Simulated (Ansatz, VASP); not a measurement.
Cu2O in VASP and in Ansatz

```
Cu O
1.0
     4.33100    0.00000    0.00000
     0.00000    4.33100    0.00000
     0.00000    0.00000    4.33100
Cu O
4 2
Direct
  0.25000 0.25000 0.75000
  0.75000 0.25000 0.25000
  0.25000 0.75000 0.25000
  0.75000 0.75000 0.75000
  0.50000 0.50000 0.50000
  0.00000 0.00000 0.00000
```

Change from the starting cell: hydrostatic strain +2.0%.

Alike in both runs: task single point; functional HSE06; k mesh 4 × 4 × 4; no spin polarisation.

|  | VASP | Ansatz |
| --- | --- | --- |
| version | VASP 6.6.1 | Ansatz 0.2.0 |
| potentials or method | VASP PAW PBE potentials, release 64 (Cu, O) | plane waves, PAW |
| plane-wave cutoff (eV) | 520 | 420 |
| occupations | gaussian, width 0.01 eV | fixed |
| valence electrons in the cell | 56 | 88 |

VASP gave:

* gap on the k mesh at the Fermi level (eV): 1.88
* pressure (GPa): -2.9

Which values does Ansatz return?

gap on the k mesh at the Fermi level (eV): 1.87; pressure (GPa): -3.5.

VASP's potentials hold 56 valence electrons a cell and Ansatz's 88, so a difference there can come from the potentials and not from the codes. Ansatz's warnings: stress exchange threshold loose, stress scf threshold loose.
